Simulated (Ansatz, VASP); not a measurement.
# GaN in VASP and in Ansatz

INCAR

```
ALGO = Normal
EDIFF = 1E-7
ENCUT = 520
GGA = PE
ISIF = 2
ISMEAR = 0
LASPH = T
LCHARG = F
LREAL = F
LWAVE = F
NBANDS = 46
NELM = 60
PREC = Accurate
SIGMA = 0.05
```

The input KPOINTS:

```
k-points
0
Gamma
  6 6 6
```

POSCAR

```
GaN
1.0
    4.5484769745      0.0000000000      0.0000000000
    0.0000000000     -4.5484769745      0.0000000000
    0.0000000000      0.0000000000     -4.5484769745
Ga N
4 4
Direct
    0.0000000000      0.0000000000      0.0000000000
    0.5000000000      0.5000000000      0.0000000000
    0.5000000000      0.0000000000      0.5000000000
    0.0000000000      0.5000000000      0.5000000000
    0.7686552145      0.7686552145      0.7500000000
    0.2500000000      0.2500000000      0.7500000000
    0.2500000000      0.7500000000      0.2500000000
    0.7500000000      0.2500000000      0.2500000000
```

Input for Ansatz:

```yaml
crystal:
  lattice:
    - [4.5484769745, 0.0, 0.0]
    - [0.0, -4.5484769745, 0.0]
    - [0.0, 0.0, -4.5484769745]
  atoms:
    - { symbol: Ga, position: [0.0, 0.0, 0.0] }
    - { symbol: Ga, position: [0.5, 0.5, 0.0] }
    - { symbol: Ga, position: [0.5, 0.0, 0.5] }
    - { symbol: Ga, position: [0.0, 0.5, 0.5] }
    - { symbol: "N", position: [0.7686552145, 0.7686552145, 0.75] }
    - { symbol: "N", position: [0.25, 0.25, 0.75] }
    - { symbol: "N", position: [0.25, 0.75, 0.25] }
    - { symbol: "N", position: [0.75, 0.25, 0.25] }
basis:
  ecutwfc: 420
kpoints:
  mp_grid: { grid: [6, 6, 6] }
hamiltonian:
  xc: pbe
scf:
  occupations: { method: gaussian, width: 0.05 }
output:
  forces: true
  stress: true
  eigenvalues: true
```

Alike in both runs: task single point; functional PBE; k mesh 6 × 6 × 6; occupations gaussian, width 0.05 eV; no spin polarisation.

|  | VASP | Ansatz |
| --- | --- | --- |
| version | VASP 6.6.1 | Ansatz 0.2.0 |
| potentials or method | VASP PAW PBE potentials, release 64 (Ga_d, N), cutoff 520 eV | scalar-relativistic, plane waves, PAW |
| valence electrons in the cell | 72 | 72 |

Ansatz gave:

```
gap on the k mesh at the Fermi level (eV)                     : 1.47
least direct gap on the mesh (eV)                             : 1.47
pressure (GPa)                                                : 0.4
traceless stress, the component that is largest in VASP (GPa) : -1.10
rms of the force components (eV/Å)                            : 0.479
```

Task: What did VASP give for the same quantities?

Result: gap on the k mesh at the Fermi level (eV): 1.48; least direct gap on the mesh (eV): 1.48; pressure (GPa): 0.5; traceless stress, the component that is largest in VASP (GPa): -1.07; rms of the force components (eV/Å): 0.473.

Atom by atom the forces differ by 0.006 eV/Å (rms over components). With one functional, cell and mesh, what is left measures potentials, basis and numerics.
